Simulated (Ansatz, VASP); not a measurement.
## One calculation of GaAs, two programs

The input POSCAR:

```
GaAs
1.0
    0.0000000000      2.8268500000      2.7137760000
    2.8268500000      0.0000000000      2.7137760000
    2.8268500000      2.8268500000      0.0000000000
Ga As
1 1
Direct
    0.0000000000      0.0000000000      0.0000000000
    0.7500000000      0.7500000000      0.7500000000
```

File INCAR.step1:

```
  PREC = Accurate
  ENCUT = 520
  ISMEAR = 0
  SIGMA = 0.05
  LREAL = F
  LASPH = T
  NELM = 80
  NBANDS = 16
  GGA = PE
  ALGO = Normal
  EDIFF = 1E-4
  LWAVE = T
  LCHARG = F
```

The input INCAR.step2:

```
  PREC = Accurate
  ENCUT = 520
  EDIFF = 1E-6
  ISMEAR = 0
  SIGMA = 0.05
  LREAL = F
  LASPH = T
  NELM = 80
  ALGO = Normal
  ISIF = 2
  LWAVE = F
  LCHARG = F
  METAGGA = R2SCAN
  LMIXTAU = T
  NBANDS = 16
  ISTART = 1
```

KPOINTS

```
Automatic mesh
0
Gamma
  8 8 8
```

Input for Ansatz:

```yaml
crystal:
  lattice:
    - [0.0, 2.82685, 2.713776]
    - [2.82685, 0.0, 2.713776]
    - [2.82685, 2.82685, 0.0]
  atoms:
    - { symbol: Ga, position: [0.0, 0.0, 0.0] }
    - { symbol: As, position: [0.75, 0.75, 0.75] }
basis:
  ecutwfc: 500
kpoints:
  mp_grid: { grid: [8, 8, 8] }
hamiltonian:
  xc: r2scan
scf:
  occupations: { method: gaussian, width: 0.05 }
output:
  forces: true
  stress: true
  eigenvalues: true
```

Change from the starting cell: strain -0.0400 x Voigt [0, 0, 1, 0, 0, 0], atoms carried along.

Alike in both runs: task single point; functional r2SCAN; k mesh 8 × 8 × 8; occupations gaussian, width 0.05 eV; no spin polarisation.

|  | VASP | Ansatz |
| --- | --- | --- |
| version | VASP 6.6.1 | Ansatz 0.2.0 |
| potentials or method | VASP PAW PBE potentials, release 64 (Ga_d, As), cutoff 520 eV | scalar-relativistic, plane waves, PAW |
| valence electrons in the cell | 18 | 28 |

|  | VASP | Ansatz | Ansatz less VASP |
| --- | --- | --- | --- |
| gap on the k mesh at the Fermi level (eV) | 1.16 | 1.18 | +0.020 |
| least direct gap on the mesh (eV) | 1.16 | 1.18 | +0.020 |
| pressure (GPa) | 3.9 | 3.8 | -0.12 |
| traceless stress, the component that is largest in VASP (GPa) | 1.71 | 1.71 | -0.002 |

VASP's potentials were made for PBE, not for r2SCAN. The functional is the same, so the differences come from potentials, cutoffs and numerics. VASP's potentials hold 18 valence electrons a cell and Ansatz's 28, so a difference there can come from the potentials and not from the codes.
